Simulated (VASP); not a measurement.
# HfN (F-43m) in VASP: a series of runs

The runs below take HfN through single point, with LDA, PBEsol, PBE.

All numbers are computed with VASP 6.6.1; they aren't measurements. Logs are shortened: lines on timing, memory, paths and dates and some standing lists are left out, and cuts for length are marked.

### Step 1. The cell of the first run

The structure is cubic, space group F-43m (No. 216). The conventional cell has a = 4.828 Å, b = 4.828 Å, c = 4.828 Å, α = 90.00°, β = 90.00°, γ = 90.00°. Within 2.8 Å of Hf (site symmetry -43m) lie 4 N at 2.09 Å. N (site symmetry -43m) has 4 Hf at 2.09 Å within 2.8 Å.

### Step 2. Single point, LDA

The input, INCAR:

```
  ALGO = Normal
  EDIFF = 1E-7
  ENCUT = 520
  GGA = CA
  ISIF = 2
  ISMEAR = -1
  LASPH = True
  LCHARG = True
  LELF = True
  LREAL = False
  LVHAR = True
  LWAVE = False
  NBANDS = 14
  NELM = 80
  PREC = Accurate
  SIGMA = 0.05
```

The input, KPOINTS:

```
k-points
0
Gamma
  9 9 9
```

The input, POSCAR:

```
HfN
1.0
    0.0000000000      2.4142418935      2.4142418935
    2.4142418935      0.0000000000      2.4142418935
    2.4142418935      2.4142418935      0.0000000000
Hf N
1 1
Direct
    0.0000000000      0.0000000000      0.0000000000
    0.2500000000      0.2500000000      0.2500000000
```

Potentials or basis: VASP PAW LDA potentials, release 64 (Hf_pv, N).

On the command line:

```console
> cat potpaw_LDA.64/Hf_pv/POTCAR potpaw_LDA.64/N/POTCAR > POTCAR
> mpirun -np 1 vasp_std > vasp.out
```

OUTCAR:

```text
EDIFF = 1E-7
   ENCUT = 520
   GGA = CA
   ISIF = 2
   ISMEAR = -1
   LASPH = True
   LREAL = False
   NELM = 80
   PREC = Accurate

 ion  position               nearest neighbor table
   1  0.000  0.000  0.000-   2 2.09   2 2.09   2 2.09   2 2.09
   2  0.250  0.250  0.250-   1 2.09   1 2.09   1 2.09   1 2.09

  LATTYP: Found a face centered cubic cell.
 ALAT       =     4.8284837870

  Lattice vectors:

 A1 = (   0.0000000000,   2.4142418935,   2.4142418935)
 A2 = (   2.4142418935,   0.0000000000,   2.4142418935)
 A3 = (   2.4142418935,   2.4142418935,   0.0000000000)

Analysis of symmetry for initial positions (statically):
=====================================================================
 Subroutine PRICEL returns:
 Original cell was already a primitive cell.

 Routine SETGRP: Setting up the symmetry group for a
 face centered cubic supercell.

 Subroutine GETGRP returns: Found 24 space group operations
 (whereof 24 operations were pure point group operations)
 out of a pool of 48 trial point group operations.

The static configuration has the point symmetry T_d .

Analysis of symmetry for dynamics (positions and initial velocities):
=====================================================================
 Subroutine PRICEL returns:
 Original cell was already a primitive cell.

 Routine SETGRP: Setting up the symmetry group for a
 face centered cubic supercell.

 Subroutine GETGRP returns: Found 24 space group operations
 (whereof 24 operations were pure point group operations)
 out of a pool of 48 trial point group operations.

The dynamic configuration has the point symmetry T_d .

 Subroutine INISYM returns: Found 24 space group operations
 (whereof 24 operations are pure point group operations),
 and found     1 'primitive' translations

----------------------------------------------------------------------------------------

                                     Primitive cell

  volume of cell :      28.1431

  direct lattice vectors                    reciprocal lattice vectors
     0.000000000  2.414241893  2.414241893    -0.207104351  0.207104351  0.207104351
     2.414241893  0.000000000  2.414241893     0.207104351 -0.207104351  0.207104351
     2.414241893  2.414241893  0.000000000     0.207104351  0.207104351 -0.207104351

  length of vectors
     3.414253629  3.414253629  3.414253629     0.358715258  0.358715258  0.358715258

  position of ions in fractional coordinates (direct lattice)
     0.000000000  0.000000000  0.000000000
     0.250000000  0.250000000  0.250000000

[... 81 lines left out ...]
   NFREE  =      0    steps in history (QN), initial steepest desc. (CG)
   ISIF   =      2    stress and relaxation
   ISYM   =      2    0-nonsym 1-usesym 2-fastsym
   POTIM  = 0.5000    time-step for ionic-motion
   TEBEG  =    0.0;   TEEND  =   0.0 temperature during run
   PSTRESS=    0.0 pullay stress
   NELECT =      15.0000    total number of electrons
   NUPDOWN=      -1.0000    fix difference up-down
   EMIN   =  10.00;   EMAX   =-10.00  energy-range for DOS
   EFERMI =   0.00;   METHOD = LEGACY
   ISMEAR =    -1;   SIGMA  =   0.05  broadening in eV -4-tet -1-fermi 0-gaus
   EFERMI_NEDOS =   21; number of points for ismear=-14 and -15
   IALGO  =     38    algorithm
   IMIX   =      4    mixing-type and parameters
     AMIX     =   0.40;   BMIX     =  1.00
     AMIX_MAG =   1.60;   BMIX_MAG =  1.00
  volume/ion in A,a.u.               =      14.07        94.96
  Fermi-wavevector in a.u.,A,eV,Ry     =   1.327337  2.508303 23.971057  1.761823
  Thomas-Fermi vector in A             =   2.456657
   LORBIT       =      0    0 simple, 1 ext, 2 COOP (PROOUT), +10 PAW based schemes
   GGA     = CA    functional components
   LHFCALC =     F    Hartree Fock is set to
   AEXX    =    0.0000 exact exchange contribution
   IVDW    =     0    specifies the selected vdW correction
   LEPSILON=     F    determine dielectric tensor
   LRPA    =     F    only Hartree local field effects (RPA)
 non-spin polarized calculation
  energy-cutoff  :      520.00
  volume of cell :       28.14
 maximum number of plane-waves:       769
 NGX is ok and might be reduce to    28
   NGX = 13   NGY = 13   NGZ = 13

 number of electron      15.0000001 magnetization

 Free energy of the ion-electron system (eV)
  ---------------------------------------------------
  ext. energy  EPLUGINS =         0.00000000
  ---------------------------------------------------
  free energy    TOTEN  =       -23.06603468 eV

  energy without entropy =      -23.06143510  energy(sigma->0) =      -23.06373489

 E-fermi :   5.9736     XC(G=0): -11.7436

 val. band max:        5.9483212601   @ k =  -0.2222   0.3333   0.1111
 cond. band min:       5.9782449749   @ k =   0.2222   0.2222   0.0000
 fundamental gap:      0.0299237148
 Fermi energy:         5.9735975834

 k-point     1 :       0.0000    0.0000    0.0000
  band No.  band energies     occupation
      1     -24.7894      2.00000
      2     -24.7894      2.00000
      3     -24.7894      2.00000
      4     -10.2022      2.00000
      5       0.2802      2.00000
      6       0.2802      2.00000
      7       0.2802      2.00000
      8       5.4676      1.99992
      9       8.2095      0.00000
     10       8.2095      0.00000
     11      12.8363      0.00000
     12      12.8363      0.00000
     13      12.8363      0.00000
     14      17.5991      0.00000
[... 377 lines left out ...]
      1     -25.3541      2.00000
      2     -24.9818      2.00000
      3     -24.9818      2.00000
      4      -8.5905      2.00000
      5      -1.2159      2.00000
      6       2.2538      2.00000
      7       2.2538      2.00000
      8       4.8223      2.00000
      9       8.4287      0.00000
     10      10.0681      0.00000
     11      11.0063      0.00000
     12      11.0063      0.00000
     13      15.4725      0.00000
     14      17.5936      0.00000

 [... further k-points ...]
[... 5 lines left out ...]
  --------------------------------------------------------------------------------------
  -------------------------------------------------------------------------------------
  Total       -0.0280988     -0.0280988     -0.0280988     -0.0000000      0.0000000     -0.0000000
  in kB       -1.5996564     -1.5996564     -1.5996564     -0.0000000      0.0000000     -0.0000000
  external PRESSURE =      -1.5996564 kB  Pullay stress =       0.0000000 kB

 VOLUME and BASIS-vectors are now :
 -----------------------------------------------------------------------------
  energy-cutoff  :      520.00
  volume of cell :       28.14
      direct lattice vectors                 reciprocal lattice vectors
     0.000000000  2.414241893  2.414241893    -0.207104351  0.207104351  0.207104351
     2.414241893  0.000000000  2.414241893     0.207104351 -0.207104351  0.207104351
     2.414241893  2.414241893  0.000000000     0.207104351  0.207104351 -0.207104351

 POSITION                                       TOTAL-FORCE (eV/Angst)
 -----------------------------------------------------------------------------------
      0.00000      0.00000      0.00000        -0.000000     -0.000000     -0.000000
      1.20712      1.20712      1.20712         0.000000      0.000000      0.000000
 -----------------------------------------------------------------------------------
    total drift:                               -0.000000     -0.000000     -0.000000

  FREE ENERGIE OF THE ION-ELECTRON SYSTEM (eV)
  ---------------------------------------------------
  free  energy   TOTEN  =       -23.0660346751 eV

  energy  without entropy=      -23.0614350951  energy(sigma->0) =      -23.06373489
```

It took 12 s on 1 thread of AMD EPYC 7R13 (Zen 3), shared host; peak memory 0.12 GiB.

What came out:

| Property | Result |
| --- | --- |
| Free energy | -23.0660 eV |
| Pressure | -0.2 GPa |

Levels at points of the mesh, in eV from the Fermi level:
```csv
k point,band 4,band 5,band 6,band 7,band 8,band 9,band 10,band 11
"(0.00, 0.00, 0.00)",-16.18,-5.69,-5.69,-5.69,-0.51,2.24,2.24,6.86
```

Caveat: spin-orbit coupling is left out, which moves the levels of the heavy elements.

### Step 3. Single point, PBEsol

This run uses another cell than the first one, of 14.41 Å³/atom, 1.024 times its volume.

The input, INCAR:

```
SYSTEM = HfN
PREC = Accurate
ENCUT = 520
EDIFF = 1E-7
ISMEAR = -1
SIGMA = 0.05
LREAL = .FALSE.
LASPH = .TRUE.
NELM = 60
ALGO = Normal
ISIF = 2
LWAVE = .FALSE.
LCHARG = .FALSE.
GGA = PS
NBANDS = 14
```

The input, KPOINTS:

```
regular mesh
0
G
  9 9 9
  0 0 0
```

The input, POSCAR:

```
HfN
1.0
    0.0000000000      2.4332851845      2.4332851845
    2.4332851845      0.0000000000      2.4332851845
    2.4332851845      2.4332851845      0.0000000000
Hf N
1 1
Direct
    0.0000000000      0.0000000000      0.0000000000
    0.2500000000      0.2500000000      0.2500000000
```

Potentials or basis: VASP PAW PBE potentials, release 64 (Hf_pv, N).

On the command line:

```console
> cat potpaw_PBE.64/Hf_pv/POTCAR potpaw_PBE.64/N/POTCAR > POTCAR
> mpirun -np 1 vasp_std > vasp.out
```

Run time: 12 s. Hardware: 1 thread of AMD EPYC 7R13 (Zen 3), shared host; peak memory 0.13 GiB.

The run converged. Its results:

- Free energy: -22.2715 eV
- Pressure: -0.8 GPa

Levels at points of the mesh, in eV from the Fermi level:
| k point | band 4 | band 5 | band 6 | band 7 | band 8 | band 9 | band 10 | band 11 | band 12 | band 13 |
| --- | --- | --- | --- | --- | --- | --- | --- | --- | --- | --- |
| (0.00, 0.00, 0.00) | -16.23 | -5.57 | -5.57 | -5.57 | -0.66 | 2.28 | 2.28 | 6.77 | 6.77 | 6.77 |

Caveat: the PAW data sets were made with another functional, which shifts forces and pressure a little; spin-orbit coupling is left out, which moves the levels of the heavy elements.

### Step 4. Single point, PBEsol

This run uses another cell than the first one, of 14.79 Å³/atom, 1.051 times its volume.

The input, INCAR:

```
SYSTEM = HfN
PREC = Accurate
ENCUT = 520
EDIFF = 1E-6
ISMEAR = -1
SIGMA = 0.05
LREAL = .False.
LASPH = .True.
NELM = 60
ALGO = Normal
ISIF = 2
LWAVE = .False.
LCHARG = .False.
GGA = PS
NBANDS = 14
```

The input, KPOINTS:

```
Automatic mesh
0
Gamma
  9 9 9
  0 0 0
```

The input, POSCAR:

```
HfN
1.0
    0.0000000000      2.4548220000      2.4548220000
    2.4548220000      0.0000000000      2.4548220000
    2.4548220000      2.4548220000      0.0000000000
Hf N
1 1
Direct
    0.0000000000      0.0000000000      0.0000000000
    0.2500000000      0.2500000000      0.2500000000
```

Potentials or basis: VASP PAW PBE potentials, release 64 (Hf_pv, N).

On the command line:

```console
> cat potpaw_PBE.64/Hf_pv/POTCAR potpaw_PBE.64/N/POTCAR > POTCAR
> mpirun -np 1 vasp_std > vasp.out
```

OUTCAR:

```text
SYSTEM = HfN
   PREC = Accurate
   ENCUT = 520
   EDIFF = 1E-6
   ISMEAR = -1
   LREAL = .False.
   LASPH = .True.
   NELM = 60
   ISIF = 2
   GGA = PS

 ion  position               nearest neighbor table
   1  0.000  0.000  0.000-   2 2.13   2 2.13   2 2.13   2 2.13
   2  0.250  0.250  0.250-   1 2.13   1 2.13   1 2.13   1 2.13

  LATTYP: Found a face centered cubic cell.
 ALAT       =     4.9096440000

  Lattice vectors:

 A1 = (   0.0000000000,   2.4548220000,   2.4548220000)
 A2 = (   2.4548220000,   0.0000000000,   2.4548220000)
 A3 = (   2.4548220000,   2.4548220000,   0.0000000000)

Analysis of symmetry for initial positions (statically):
=====================================================================
 Subroutine PRICEL returns:
 Original cell was already a primitive cell.

 Routine SETGRP: Setting up the symmetry group for a
 face centered cubic supercell.

 Subroutine GETGRP returns: Found 24 space group operations
 (whereof 24 operations were pure point group operations)
 out of a pool of 48 trial point group operations.

The static configuration has the point symmetry T_d .

Analysis of symmetry for dynamics (positions and initial velocities):
=====================================================================
 Subroutine PRICEL returns:
 Original cell was already a primitive cell.

 Routine SETGRP: Setting up the symmetry group for a
 face centered cubic supercell.

 Subroutine GETGRP returns: Found 24 space group operations
 (whereof 24 operations were pure point group operations)
 out of a pool of 48 trial point group operations.

The dynamic configuration has the point symmetry T_d .

 Subroutine INISYM returns: Found 24 space group operations
 (whereof 24 operations are pure point group operations),
 and found     1 'primitive' translations

----------------------------------------------------------------------------------------

[... 115 lines left out ...]
  Thomas-Fermi vector in A             =   2.436267
   LORBIT       =      0    0 simple, 1 ext, 2 COOP (PROOUT), +10 PAW based schemes
   GGA     = PS    functional components
   LHFCALC =     F    Hartree Fock is set to
   AEXX    =    0.0000 exact exchange contribution
   IVDW    =     0    specifies the selected vdW correction
   LEPSILON=     F    determine dielectric tensor
   LRPA    =     F    only Hartree local field effects (RPA)
 non-spin polarized calculation
  energy-cutoff  :      520.00
  volume of cell :       29.59
 maximum number of plane-waves:       821
 NGX is ok and might be reduce to    28
   NGX = 13   NGY = 13   NGZ = 13

 number of electron      15.0000001 magnetization

 Free energy of the ion-electron system (eV)
  ---------------------------------------------------
  ext. energy  EPLUGINS =         0.00000000
  ---------------------------------------------------
  free energy    TOTEN  =       -22.25544687 eV

  energy without entropy =      -22.24967430  energy(sigma->0) =      -22.25256058

 E-fermi :   5.5835     XC(G=0): -11.3973

 val. band max:        5.5753929996   @ k =  -0.2222   0.3333   0.1111
 cond. band min:       5.6725184548   @ k =   0.2222   0.2222   0.0000
 fundamental gap:      0.0971254552
 Fermi energy:         5.5835386972

 k-point     1 :       0.0000    0.0000    0.0000
  band No.  band energies     occupation
      1     -25.4554      2.00000
      2     -25.4554      2.00000
      3     -25.4554      2.00000
      4     -10.4995      2.00000
      5       0.1481      2.00000
      6       0.1481      2.00000
      7       0.1481      2.00000
      8       4.8693      2.00000
      9       7.8040      0.00000
     10       7.8040      0.00000
     11      12.1868      0.00000
     12      12.1868      0.00000
     13      12.1868      0.00000
     14      17.9093      0.00000
[... 377 lines left out ...]
      1     -25.9116      2.00000
      2     -25.6104      2.00000
      3     -25.6104      2.00000
      4      -9.0602      2.00000
      5      -1.3190      2.00000
      6       1.9250      2.00000
      7       1.9250      2.00000
      8       4.4570      2.00000
      9       7.9368      0.00000
     10       9.5367      0.00000
     11      10.3828      0.00000
     12      10.3828      0.00000
     13      14.4966      0.00000
     14      17.3679      0.00000

 [... further k-points ...]
[... 5 lines left out ...]
  --------------------------------------------------------------------------------------
  -------------------------------------------------------------------------------------
  Total       -1.0916695     -1.0916695     -1.0916695     -0.0000000      0.0000000      0.0000000
  in kB      -59.1169145    -59.1169145    -59.1169145     -0.0000000      0.0000000      0.0000000
  external PRESSURE =     -59.1169145 kB  Pullay stress =       0.0000000 kB

 VOLUME and BASIS-vectors are now :
 -----------------------------------------------------------------------------
  energy-cutoff  :      520.00
  volume of cell :       29.59
      direct lattice vectors                 reciprocal lattice vectors
     0.000000000  2.454822000  2.454822000    -0.203680756  0.203680756  0.203680756
     2.454822000  0.000000000  2.454822000     0.203680756 -0.203680756  0.203680756
     2.454822000  2.454822000  0.000000000     0.203680756  0.203680756 -0.203680756

 POSITION                                       TOTAL-FORCE (eV/Angst)
 -----------------------------------------------------------------------------------
      0.00000      0.00000      0.00000         0.000000      0.000000      0.000000
      1.22741      1.22741      1.22741        -0.000000     -0.000000     -0.000000
 -----------------------------------------------------------------------------------
    total drift:                               -0.000000     -0.000000     -0.000000

  FREE ENERGIE OF THE ION-ELECTRON SYSTEM (eV)
  ---------------------------------------------------
  free  energy   TOTEN  =       -22.2554468717 eV

  energy  without entropy=      -22.2496742982  energy(sigma->0) =      -22.25256058
```

stdout:

```text
POSCAR found type information on POSCAR HfN
 POSCAR found :  2 types and       2 ions
 scaLAPACK will be used
 -----------------------------------------------------------------------------
|                                                                             |
|                                                                             |
|     You enforced a specific xc type in the INCAR file but a different       |
|     I HOPE YOU KNOW WHAT YOU ARE DOING!                                     |
|                                                                             |
 -----------------------------------------------------------------------------

 LDA part: xc-table for (Slater+PW92), standard interpolation
 POSCAR, INCAR and KPOINTS ok, starting setup
 FFT: planning ... GRIDC
 FFT: planning ... GRID_SOFT
 FFT: planning ... GRID
 WAVECAR not read
 entering main loop
```

Wall time 12 s (1 thread of AMD EPYC 7R13 (Zen 3), shared host); peak memory 0.13 GiB.

What came out:

```yaml
Free_energy: -22.2554 eV
Pressure: -5.9 GPa
```

Caveat: the PAW data sets were made with another functional, which shifts forces and pressure a little; spin-orbit coupling is left out, which moves the levels of the heavy elements.

### Step 5. Single point, PBE

This run uses another cell than the first one, of 14.85 Å³/atom, 1.055 times its volume.

The input, INCAR:

```
SYSTEM = HfN
PREC = Accurate
ENCUT = 520
EDIFF = 1E-6
ISMEAR = -1
SIGMA = 0.05
LREAL = .FALSE.
LASPH = .TRUE.
NELM = 100
ALGO = Normal
ISIF = 2
LWAVE = .FALSE.
LCHARG = .TRUE.
GGA = PE
LELF = .TRUE.
LVHAR = .TRUE.
NBANDS = 14
```

The input, KPOINTS:

```
regular mesh
0
G
  9 9 9
  0 0 0
```

The input, POSCAR:

```
HfN
1.0
    0.0000000000      2.4578222965      2.4578222965
    2.4578222965      0.0000000000      2.4578222965
    2.4578222965      2.4578222965      0.0000000000
Hf N
1 1
Direct
    0.0000000000      0.0000000000      0.0000000000
    0.2500000000      0.2500000000      0.2500000000
```

On the command line:

```console
> cat potpaw_PBE.64/Hf_pv/POTCAR potpaw_PBE.64/N/POTCAR > POTCAR
> mpirun -np 1 vasp_std > vasp.out
```

It took 12 s on 1 thread of AMD EPYC 7R13 (Zen 3), shared host; peak memory 0.13 GiB.

The run converged. Its results:

```yaml
Free_energy: -21.2223 eV
Pressure: -1.0 GPa
```

Levels at points of the mesh, in eV from the Fermi level:
| k point | band 4 | band 5 | band 6 | band 7 | band 8 | band 9 | band 10 | band 11 | band 12 | band 13 |
| --- | --- | --- | --- | --- | --- | --- | --- | --- | --- | --- |
| (0.00, 0.00, 0.00) | -16.14 | -5.43 | -5.43 | -5.43 | -0.73 | 2.25 | 2.25 | 6.56 | 6.56 | 6.56 |

Caveat: spin-orbit coupling is left out, which moves the levels of the heavy elements.

### Step 6. Summary

```tsv
level	potentials or basis	cell	gap on the mesh (eV)	pressure (GPa)
LDA	VASP PAW LDA potentials, release 64 (Hf_pv, N)	a = 3.414 Å, angles 60.0°, 2 atoms	none	-0.2
PBEsol	VASP PAW PBE potentials, release 64 (Hf_pv, N)	a = 3.441 Å, angles 60.0°, 2 atoms	none	-0.8
PBEsol	VASP PAW PBE potentials, release 64 (Hf_pv, N)	a = 3.472 Å, angles 60.0°, 2 atoms	none	-5.9
PBE	VASP PAW PBE potentials, release 64 (Hf_pv, N)	a = 3.476 Å, angles 60.0°, 2 atoms	none	-1.0
```

Alike in all rows: task single point; no spin polarisation; k mesh 9 × 9 × 9; cutoff (eV) 520; smearing fermi-dirac 0.05 eV.

Caveats: spin-orbit coupling is left out, which moves the levels of the heavy elements; the PAW data sets were made with another functional, which shifts forces and pressure a little (some runs).

Total energies depend on the potentials used, so only differences within one code and one set of settings carry meaning.
